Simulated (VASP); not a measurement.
Set up this calculation in VASP 6.6.1, as the native input.

```
Task                   : single point
Functional             : r2SCAN
Potentials or basis    : VASP PAW PBE potentials, release 64 (In_d)
Cutoff                 : 520 eV
k mesh                 : 22 × 22 × 22
Occupations            : gaussian, width 0.15 eV
Spin                   : no spin polarisation
Dipole correction      : no
Further INCAR settings : ALGO = Normal; EDIFF = 1e-06; NBANDS = 12
```

In:

```
In
1.0
    -1.53027    1.53027    2.79369
     1.53027   -1.53027    2.79369
     1.53027    1.53027   -2.79369
In
1
Direct
  0.00000 0.00000 0.00000
```

This cell differs from its parent crystal: ratio of the length along z to the lengths across it x 1.2, volume and fractional coordinates fixed.

The input as run:

POSCAR

```
In
1.0
   -1.5302657384      1.5302657384      2.7936913004
    1.5302657384     -1.5302657384      2.7936913004
    1.5302657384      1.5302657384     -2.7936913004
In
1
Direct
    0.0000000000      0.0000000000      0.0000000000
```

INCAR.step1

```
SYSTEM = In
ALGO     = Normal         ! electronic algorithm
EDIFF    = 1E-4           ! SCF threshold, eV
ENCUT    = 520            ! plane-wave cutoff, eV
GGA      = PE             ! functional
ISMEAR   = 0              ! smearing method
LASPH    = .True.         ! aspherical terms in the spheres
LCHARG   = .False.        ! write CHGCAR
LREAL    = .False.        ! projectors in reciprocal space
LWAVE    = .True.         ! write WAVECAR
NBANDS   = 12             ! bands
NELM     = 80             ! most SCF steps
PREC     = Accurate       ! precision mode
SIGMA    = 0.15           ! smearing width, eV
```

INCAR.step2

```
SYSTEM = In
ALGO     = Normal         ! electronic algorithm
EDIFF    = 1E-6           ! SCF threshold, eV
ENCUT    = 520            ! plane-wave cutoff, eV
ISIF     = 2              ! what is computed and relaxed
ISMEAR   = 0              ! smearing method
ISTART   = 1            
LASPH    = .True.         ! aspherical terms in the spheres
LCHARG   = .True.         ! write CHGCAR
LELF     = .True.         ! ELF
LMIXTAU  = .True.       
LREAL    = .False.        ! projectors in reciprocal space
LVHAR    = .True.       
LWAVE    = .False.        ! write WAVECAR
METAGGA  = R2SCAN         ! meta-GGA
NBANDS   = 12             ! bands
NELM     = 80             ! most SCF steps
PREC     = Accurate       ! precision mode
SIGMA    = 0.15           ! smearing width, eV
```

KPOINTS

```
k-points
0
Gamma
  22 22 22
  0 0 0
```

Potentials or basis: VASP PAW PBE potentials, release 64 (In_d).

Command:

```console
$ cat potpaw_PBE.64/In_d/POTCAR > POTCAR
$ cp INCAR.step1 INCAR
$ mpirun -np 1 vasp_std > vasp.out
$ cp INCAR.step2 INCAR
$ mpirun -np 1 vasp_std > vasp.out
```

It gave:

```yaml
Pressure: 0.8 GPa
```

Caveat: the PAW data sets were made with another functional, which shifts forces and pressure a little.

Run time: 15 min on 1 thread of Oxide Virtual Turin-like Processor, on a shared host, peak memory 0.34 GiB.
